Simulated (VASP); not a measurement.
Runs of VASP 6.6.1 on TiCo3. The structure is that of space group Pm-3m (No. 221), or close to it. The cells are those of the table. 

| fixed moment (μB) | cell | pressure (GPa) | moment (μB) |
| --- | --- | --- | --- |
| 4.56 | a = 3.292 Å, 4 atoms | 97.5 | 4.56 |
| 3.04 | a = 3.528 Å, 4 atoms | (b) | 3.04 |
| 4.56 | a = 3.528 Å, 4 atoms | 13.6 | 4.56 |
| 6.08 | a = 3.292 Å, 4 atoms | (a) | 6.08 |
| 1.52 | a = 3.292 Å, 4 atoms | 79.1 | 1.52 |

Alike in all rows: task single point; level PBEsol; potentials or basis VASP PAW PBE potentials, release 64 (Ti_sv, Co); spin collinear, ferromagnetic start; k mesh 12 × 12 × 12; cutoff (eV) 520; smearing gaussian 0.15 eV.

Fill in the values left out.

(a) 112.0; (b) 5.6.

Caveats: the PAW data sets were made with another functional, which shifts forces and pressure a little; the total moment is fixed, so each spin has its own Fermi level.
